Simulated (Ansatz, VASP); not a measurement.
## One calculation of NaF, two programs

The input INCAR:

```
ALGO = Normal
EDIFF = 1E-6
ENCUT = 520
GGA = PE
ISIF = 2
ISMEAR = -1
LASPH = True
LCHARG = False
LREAL = False
LWAVE = False
NBANDS = 14
NELM = 60
PREC = Accurate
SIGMA = 0.02
```

Contents of KPOINTS:

```
k-points
0
Gamma
  10 10 10
```

POSCAR

```
NaF
1.0
    0.0000000000      2.2303680000      2.3233000000
    2.2303680000      0.0000000000      2.3233000000
    2.2303680000      2.2303680000      0.0000000000
Na F
1 1
Direct
    0.0000000000      0.0000000000      0.0000000000
    0.5000000000      0.5000000000      0.5000000000
```

Input for Ansatz:

```yaml
crystal:
  lattice:
    - [0.0, 2.230368, 2.3233]
    - [2.230368, 0.0, 2.3233]
    - [2.230368, 2.230368, 0.0]
  atoms:
    - { symbol: Na, position: [0.0, 0.0, 0.0] }
    - { symbol: F, position: [0.5, 0.5, 0.5] }
kpoints:
  mp_grid: { grid: [10, 10, 10] }
scf:
  occupations: { method: fermi_dirac, width: 0.02 }
hamiltonian:
  xc: pbe
  pseudopotentials: { kind: all_electron, lapw: { basis_error: 0.0005 } }
output:
  forces: true
  stress: true
  eigenvalues: true
```

Change from the starting cell: x and y stretched by -4 %, z held.

Alike in both runs: task single point; functional PBE; k mesh 10 × 10 × 10; occupations fermi-dirac, width 0.02 eV; no spin polarisation.

|  | VASP | Ansatz |
| --- | --- | --- |
| version | VASP 6.6.1 | Ansatz 0.2.0 |
| potentials or method | VASP PAW PBE potentials, release 64 (Na_pv, F), cutoff 520 eV | all-electron LAPW, scalar-relativistic |

|  | VASP | Ansatz | Ansatz less VASP |
| --- | --- | --- | --- |
| gap on the k mesh at the Fermi level (eV) | 6.71 | 6.72 | +0.012 |
| pressure (GPa) | 7.0 | 7.1 | +0.07 |
| traceless stress, the component that is largest in VASP (GPa) | -3.32 | -3.23 | +0.088 |

Ansatz ran all-electron here, and VASP with PAW potentials.
